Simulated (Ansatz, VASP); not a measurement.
One calculation of Sn, two programs

INCAR

```
  PREC = Accurate
  ENCUT = 500
  EDIFF = 1E-6
  ISMEAR = 0
  SIGMA = 0.1
  LREAL = F
  LASPH = T
  NELM = 120
  ALGO = Normal
  ISIF = 2
  LWAVE = F
  LCHARG = F
  GGA = PS
  NBANDS = 21
  GGA_COMPAT = F
```

The input KPOINTS:

```
regular mesh
0
Gamma
  12 12 12
```

The input POSCAR:

```
Sn
1.0
    0.0000000000      3.2705270528      3.2705270528
    3.2705270528      0.0000000000      3.2705270528
    3.2705270528      3.2705270528      0.0000000000
Sn
2
Direct
    0.5000000000      0.5000000000      0.5000000000
    0.7500000000      0.7500000000      0.7500000000
```

Input for Ansatz:

```yaml
crystal:
  lattice:
    - [0.0, 3.2705270528, 3.2705270528]
    - [3.2705270528, 0.0, 3.2705270528]
    - [3.2705270528, 3.2705270528, 0.0]
  atoms:
    - { symbol: Sn, position: [0.5, 0.5, 0.5] }
    - { symbol: Sn, position: [0.75, 0.75, 0.75] }
basis:
  ecutwfc: 600.0
kpoints:
  mp_grid: { grid: [12, 12, 12] }
hamiltonian:
  xc: pbesol
  pseudopotentials: { kind: paw, azcp: { folder: soft_1 } }
scf:
  occupations: { method: gaussian, width: 0.1 }
output:
  forces: true
  stress: true
  eigenvalues: true
```

Alike in both runs: task single point; functional PBEsol; k mesh 12 × 12 × 12; occupations gaussian, width 0.1 eV; no spin polarisation.

|  | VASP | Ansatz |
| --- | --- | --- |
| version | VASP 6.6.1 | Ansatz 0.2.0 |
| potentials or method | VASP PAW PBE potentials, release 64 (Sn_d), cutoff 500 eV | scalar-relativistic, plane waves, PAW |
| valence electrons in the cell | 28 | 28 |

Ansatz gave:

| Property | Result |
| --- | --- |
| gap on the k mesh at the Fermi level (eV) | none |
| pressure (GPa) | 0.0 |

Question: Estimate VASP's values.

Answer: gap on the k mesh at the Fermi level (eV): none; pressure (GPa): -0.1.

VASP's potentials were made for PBE, not for PBEsol, and Ansatz warns of the same on its side. A gap of «none» marks a metal or a gap that the smearing closes. The functional is the same, so the differences come from potentials, cutoffs and numerics.
